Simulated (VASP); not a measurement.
# BN (Pm) in VASP: single point with LDA

Aim: the single point of BN with LDA.

All numbers are computed with VASP 6.6.1; they aren't measurements. Logs are shortened: lines on timing, memory, paths and dates and some standing lists are left out, and cuts for length are marked.

### 1 The cell of the first run

The structure is monoclinic, space group Pm (No. 6). The conventional cell has a = 2.504 Å, b = 6.661 Å, c = 2.504 Å, α = 90.00°, β = 120.00°, γ = 90.00°. Within 1.9 Å of B (site symmetry m) lie 3 N at 1.39 to 1.50 Å. Within 1.9 Å of B (site symmetry m) lie 3 N at 1.45 Å. N (site symmetry m) has 3 B at 1.45 Å within 1.9 Å. Within 1.9 Å of N (site symmetry m) lie 3 B at 1.39 to 1.50 Å.

### 2 Single point, LDA (mode 9 (1350.8 1/cm) frozen in, largest displacement +0.037 Å)

Input file INCAR:

```
  PREC = Accurate
  ENCUT = 520
  EDIFF = 1E-6
  ISMEAR = 0
  SIGMA = 0.05
  LREAL = F
  LASPH = T
  NELM = 60
  ALGO = Normal
  ISIF = 2
  LWAVE = F
  LCHARG = F
  GGA = CA
  NBANDS = 16
```

Input file KPOINTS:

```
regular mesh
0
Gamma
  12 12 4
```

Input file POSCAR:

```
BN
1.0
    2.5039917043      0.0000000000      0.0000000000
   -1.2519958522      2.1685204268      0.0000000000
    0.0000000000      0.0000000000      6.6612000000
B N
2 2
Direct
    0.3483094213      0.6666666667      0.2500000000
    0.6666729444      0.3333333333      0.7500000000
    0.3333340471      0.6666666667      0.7500000000
    0.6551032077      0.3333333333      0.2500000000
```

Potentials or basis: VASP PAW LDA potentials, release 64 (B, N).

The run is started by

```sh
cat potpaw_LDA.64/B/POTCAR potpaw_LDA.64/N/POTCAR > POTCAR
mpirun -np 1 vasp_std > vasp.out
```

OUTCAR:

```text
PREC = Accurate
   ENCUT = 520
   EDIFF = 1E-6
   ISMEAR = 0
   LREAL = F
   LASPH = T
   NELM = 60
   ISIF = 2
   GGA = CA

 ion  position               nearest neighbor table
   1  0.348  0.667  0.250-   4 1.39   4 1.45   4 1.50
   2  0.667  0.333  0.750-   3 1.45   3 1.45   3 1.45
   3  0.333  0.667  0.750-   2 1.45   2 1.45   2 1.45
   4  0.655  0.333  0.250-   1 1.39   1 1.45   1 1.50

  LATTYP: Found a hexagonal cell.
 ALAT       =     2.5039917043
 C/A-ratio  =     2.6602324555

  Lattice vectors:

 A1 = (   2.5039917043,   0.0000000000,   0.0000000000)
 A2 = (  -1.2519958522,   2.1685204268,   0.0000000000)
 A3 = (   0.0000000000,   0.0000000000,   6.6612000000)

Analysis of symmetry for initial positions (statically):
=====================================================================
 Subroutine PRICEL returns:
 Original cell was already a primitive cell.

 Routine SETGRP: Setting up the symmetry group for a
 hexagonal supercell.

 Subroutine GETGRP returns: Found  2 space group operations
 (whereof  1 operations were pure point group operations)
 out of a pool of 24 trial point group operations.

The static configuration has the point symmetry C_1 .
 The point group associated with its full space group is C_1h.

Analysis of symmetry for dynamics (positions and initial velocities):
=====================================================================
 Subroutine PRICEL returns:
 Original cell was already a primitive cell.

 Routine SETGRP: Setting up the symmetry group for a
 hexagonal supercell.

 Subroutine GETGRP returns: Found  2 space group operations
 (whereof  1 operations were pure point group operations)
 out of a pool of 24 trial point group operations.

The dynamic configuration has the point symmetry C_1 .
 The point group associated with its full space group is C_1h.

 Subroutine INISYM returns: Found  2 space group operations
 (whereof  1 operations are pure point group operations),
 and found     1 'primitive' translations

----------------------------------------------------------------------------------------

                                     Primitive cell

  volume of cell :      36.1700

  direct lattice vectors                    reciprocal lattice vectors
     2.503991704  0.000000000  0.000000000     0.399362345  0.230571958  0.000000000
    -1.251995852  2.168520427  0.000000000     0.000000000  0.461143915  0.000000000
     0.000000000  0.000000000  6.661200000     0.000000000  0.000000000  0.150123101

  length of vectors
     2.503991704  2.503991704  6.661200000     0.461143915  0.461143915  0.150123101

  position of ions in fractional coordinates (direct lattice)
     0.348309421  0.666666667  0.250000000
     0.666672944  0.333333333  0.750000000
     0.333334047  0.666666667  0.750000000
     0.655103208  0.333333333  0.250000000

  ion indices of the primitive-cell ions
   primitive index   ion index
                 1           1
                 2           2
                 3           3
                 4           4

----------------------------------------------------------------------------------------

 KPOINTS: regular mesh

Automatic generation of k-mesh.
 Grid dimensions read from file:
 generate k-points for:   12   12    4

 Generating k-lattice:

  Cartesian coordinates                     Fractional coordinates (reciprocal lattice)
     0.033280195  0.019214330  0.000000000     0.083333333 -0.000000000  0.000000000
     0.000000000  0.038428660  0.000000000     0.000000000  0.083333333  0.000000000
     0.000000000  0.000000000  0.037530775     0.000000000  0.000000000  0.250000000

  Length of vectors
     0.038428660  0.038428660  0.037530775

  Shift w.r.t. Gamma in fractional coordinates (k-lattice)
     0.000000000  0.000000000  0.000000000

 Subroutine IBZKPT returns following result:
 ===========================================

 Found    222 irreducible k-points:

 Following reciprocal coordinates:
            Coordinates               Weight
  0.000000  0.000000  0.000000      1.000000
  0.083333  0.000000  0.000000      2.000000
  0.000000  0.083333  0.000000      2.000000
 -0.083333  0.083333  0.000000      2.000000
  0.166667  0.000000  0.000000      2.000000
  0.000000  0.166667  0.000000      2.000000
[... 16 lines left out ...]
  0.166667  0.083333  0.000000      2.000000
 -0.083333  0.250000  0.000000      2.000000
 [... further k-points ...]
   k-points           NKPTS =    222   k-points in BZ     NKDIM =    222   number of bands    NBANDS=     16
   number of dos      NEDOS =    301   number of ions     NIONS =      4
   total plane-waves  NPLWV =  20000
   dimension x,y,z NGX =    20 NGY =   20 NGZ =   50
   dimension x,y,z NGXF=    40 NGYF=   40 NGZF=  100
   ions per type =               2   2
   NGX,Y,Z   is equivalent  to a cutoff of  13.28, 13.28, 12.48 a.u.
   NGXF,Y,Z  is equivalent  to a cutoff of  26.56, 26.56, 24.96 a.u.
 SYSTEM =  unknown system
   PREC   = accura    normal or accurate (medium, high low for compatibility)
   ISTART =      0    job   : 0-new  1-cont  2-samecut
   ICHARG =      2    charge: 1-file 2-atom 10-const
   ISPIN  =      1    spin polarized calculation?
   LNONCOLLINEAR =      F non collinear calculations
   LSORBIT =      F    spin-orbit coupling
   LASPH  =      T    aspherical Exc in radial PAW
   ENCUT  =  520.0 eV  38.22 Ry    6.18 a.u.   4.66  4.66 12.39*2*pi/ulx,y,z
   NELM   =     60;   NELMIN=  2; NELMDL= -5     # of ELM steps
   EDIFF  = 0.1E-05   stopping-criterion for ELM
   LREAL  =      F    real-space projection
   EDIFFG = 0.1E-04   stopping-criterion for IOM
   NSW    =      0    number of steps for IOM
   IBRION =     -1    ionic relax: 0-MD 1-quasi-New 2-CG
   NFREE  =      0    steps in history (QN), initial steepest desc. (CG)
   ISIF   =      2    stress and relaxation
   ISYM   =      2    0-nonsym 1-usesym 2-fastsym
   POTIM  = 0.5000    time-step for ionic-motion
   TEBEG  =    0.0;   TEEND  =   0.0 temperature during run
   PSTRESS=    0.0 pullay stress
   NELECT =      16.0000    total number of electrons
   NUPDOWN=      -1.0000    fix difference up-down
   EMIN   =  10.00;   EMAX   =-10.00  energy-range for DOS
   EFERMI =   0.00;   METHOD = LEGACY
   ISMEAR =     0;   SIGMA  =   0.05  broadening in eV -4-tet -1-fermi 0-gaus
   EFERMI_NEDOS =   21; number of points for ismear=-14 and -15
   IALGO  =     38    algorithm
   IMIX   =      4    mixing-type and parameters
     AMIX     =   0.40;   BMIX     =  1.00
     AMIX_MAG =   1.60;   BMIX_MAG =  1.00
  volume/ion in A,a.u.               =       9.04        61.02
  Fermi-wavevector in a.u.,A,eV,Ry     =   1.247379  2.357205 21.170055  1.555955
  Thomas-Fermi vector in A             =   2.381514
   LORBIT       =      0    0 simple, 1 ext, 2 COOP (PROOUT), +10 PAW based schemes
   GGA     = CA    functional components
   LHFCALC =     F    Hartree Fock is set to
   AEXX    =    0.0000 exact exchange contribution
   IVDW    =     0    specifies the selected vdW correction
   LEPSILON=     F    determine dielectric tensor
   LRPA    =     F    only Hartree local field effects (RPA)
 non-spin polarized calculation
 Gauss-broadening in eV      SIGMA  =   0.05
  energy-cutoff  :      520.00
  volume of cell :       36.17
 maximum number of plane-waves:       992
   NGX =  9   NGY =  9   NGZ = 25

 number of electron      16.0000003 magnetization

 Free energy of the ion-electron system (eV)
  ---------------------------------------------------
  ext. energy  EPLUGINS =         0.00000000
  ---------------------------------------------------
  free energy    TOTEN  =       -38.48168598 eV

  energy without entropy =      -38.48168598  energy(sigma->0) =      -38.48168598

 E-fermi :   2.4089     XC(G=0): -10.5000

 val. band max:        2.1211314302   @ k =  -0.3333  -0.4167   0.0000
 cond. band min:       6.0535746743   @ k =   0.5000   0.5000   0.0000
 fundamental gap:      3.9324432441
 Fermi energy:         2.4088666374

 k-point     1 :       0.0000    0.0000    0.0000
  band No.  band energies     occupation
      1     -15.4689      2.00000
      2     -15.1611      2.00000
      3      -4.2025      2.00000
      4      -2.0207      2.00000
      5       0.0342      2.00000
      6       0.7915      2.00000
[... 8 lines left out ...]
     15      14.8382      0.00000
     16      14.9838      0.00000

 k-point     2 :       0.0833    0.0000    0.0000
  band No.  band energies     occupation
      1     -15.3318      2.00000
      2     -15.0288      2.00000
      3      -4.0161      2.00000
      4      -1.8543      2.00000
      5      -0.2100      2.00000
      6       0.2418      2.00000
[... 8 lines left out ...]
     15      14.7287      0.00000
     16      15.3108      0.00000

 k-point     3 :       0.0000    0.0833    0.0000
  band No.  band energies     occupation
      1     -15.3330      2.00000
      2     -15.0302      2.00000
      3      -4.0147      2.00000
      4      -1.8523      2.00000
      5      -0.3509      2.00000
      6       0.2424      2.00000
[... 8 lines left out ...]
     15      14.6596      0.00000
     16      15.2520      0.00000

 k-point     4 :      -0.0833    0.0833    0.0000
  band No.  band energies     occupation
      1     -15.3342      2.00000
      2     -15.0315      2.00000
      3      -4.0135      2.00000
      4      -1.8506      2.00000
      5      -0.4287      2.00000
      6       0.2428      2.00000
[... 8 lines left out ...]
     15      14.4666      0.00000
     16      15.2010      0.00000
[... 324 lines left out ...]
 k-point    22 :      -0.1667    0.0833    0.0000
  band No.  band energies     occupation
      1     -15.0644      2.00000
      2     -14.7715      2.00000
      3      -3.6424      2.00000
      4      -1.5210      2.00000
      5      -1.0096      2.00000
      6      -0.6608      2.00000
[... 8 lines left out ...]
     15      15.2517      0.00000
     16      16.2067      0.00000

 k-point    23 :       0.1667    0.0833    0.0000
  band No.  band energies     occupation
      1     -14.5337      2.00000
      2     -14.2595      2.00000
      3      -2.9238      2.00000
      4      -2.1343      2.00000
      5      -1.8730      2.00000
      6      -1.1232      2.00000
[... 8 lines left out ...]
     15      17.0755      0.00000
     16      17.0817      0.00000

 k-point    24 :      -0.0833    0.2500    0.0000
  band No.  band energies     occupation
      1     -14.5495      2.00000
      2     -14.2770      2.00000
      3      -2.9046      2.00000
      4      -2.4571      2.00000
      5      -2.1316      2.00000
      6      -0.8696      2.00000
[... 8 lines left out ...]
     15      16.4054      0.00000
     16      17.1066      0.00000

 [... further k-points ...]

------------------------ aborting loop because EDIFF is reached ----------------------------------------

  FORCE on cell =-STRESS in cart. coord.  units (eV):
  Direction    XX          YY          ZZ          XY          YZ          ZX
  --------------------------------------------------------------------------------------
  -------------------------------------------------------------------------------------
  Total       -0.9632691     -1.1103520     -0.1805379     -0.8340768      0.0000000      0.0000000
  in kB      -42.6686923    -49.1838353     -7.9970533    -36.9460261      0.0000000      0.0000000
  external PRESSURE =     -33.2831936 kB  Pullay stress =       0.0000000 kB

 VOLUME and BASIS-vectors are now :
 -----------------------------------------------------------------------------
  energy-cutoff  :      520.00
  volume of cell :       36.17
      direct lattice vectors                 reciprocal lattice vectors
     2.503991704  0.000000000  0.000000000     0.399362345  0.230571958  0.000000000
    -1.251995852  2.168520427  0.000000000     0.000000000  0.461143915  0.000000000
     0.000000000  0.000000000  6.661200000     0.000000000  0.000000000  0.150123101

 POSITION                                       TOTAL-FORCE (eV/Angst)
 -----------------------------------------------------------------------------------
      0.03750      1.44568      1.66530        -2.722474      0.279723      0.000000
      1.25201      0.72284      4.99590        -0.001480     -0.000113      0.000000
      0.00000      1.44568      4.99590        -0.000008      0.000737      0.000000
      1.22304      0.72284      1.66530         2.723962     -0.280348      0.000000
 -----------------------------------------------------------------------------------
    total drift:                                0.000139      0.000157      0.000000

  FREE ENERGIE OF THE ION-ELECTRON SYSTEM (eV)
  ---------------------------------------------------
  free  energy   TOTEN  =       -38.4816859751 eV

  energy  without entropy=      -38.4816859751  energy(sigma->0) =      -38.48168598
```

Wall time 88 s (1 thread of Intel Xeon 6975P-C, shared host); peak memory 0.21 GiB.

Results:

```
Free energy            : -38.4817 eV
Pressure               : -3.3 GPa
Largest force          : 2.738 eV/Å
Band gap on the k mesh : 3.93 eV, indirect (least direct gap 4.31 eV)
```

Forces in eV/Å, atoms in the order of the input:
```
B   -2.722  0.280  0.000
B   -0.001  0.000  0.000
N    0.000  0.001  0.000
N    2.724 -0.280  0.000
```

Levels at points of the mesh, in eV from the valence-band top:
```csv
k point,band 4,band 5,band 6,band 7,band 8,band 9,band 10,band 11,band 12,band 13
"(0.00, 0.00, 0.00)",-4.14,-2.09,-1.33,-1.33,-0.56,4.91,9.99,10.46,11.48,11.49
"(0.50, 0.00, 0.00)",-8.71,-4.48,-4.13,-1.61,-0.51,4.20,5.83,9.39,9.89,12.34
"(0.00, 0.50, 0.00)",-8.81,-4.14,-4.05,-1.48,-0.45,4.08,5.52,9.37,9.85,12.27
"(0.50, 0.50, 0.00)",-8.83,-4.13,-3.78,-1.37,-0.38,3.93,5.26,9.50,9.96,12.17
"(0.00, 0.00, 0.50)",-5.36,-2.09,-1.33,-1.33,-0.56,7.31,7.31,10.47,11.49,11.49
"(0.50, 0.00, 0.50)",-8.73,-4.47,-4.13,-1.16,-0.94,4.56,5.01,9.77,9.89,13.13
"(0.00, 0.50, 0.50)",-8.84,-4.13,-4.06,-0.95,-0.94,4.56,4.57,9.71,9.89,13.17
"(0.50, 0.50, 0.50)",-8.84,-4.13,-3.78,-0.94,-0.74,4.16,4.55,9.90,9.95,13.11
```

Caveat: the cell differs from its parent crystal (mode 9 (1350.8 1/cm) frozen in, largest displacement +0.037 Å); forces of over 1 eV/Å act on the atoms, so gaps and moduli don't describe the material at rest.
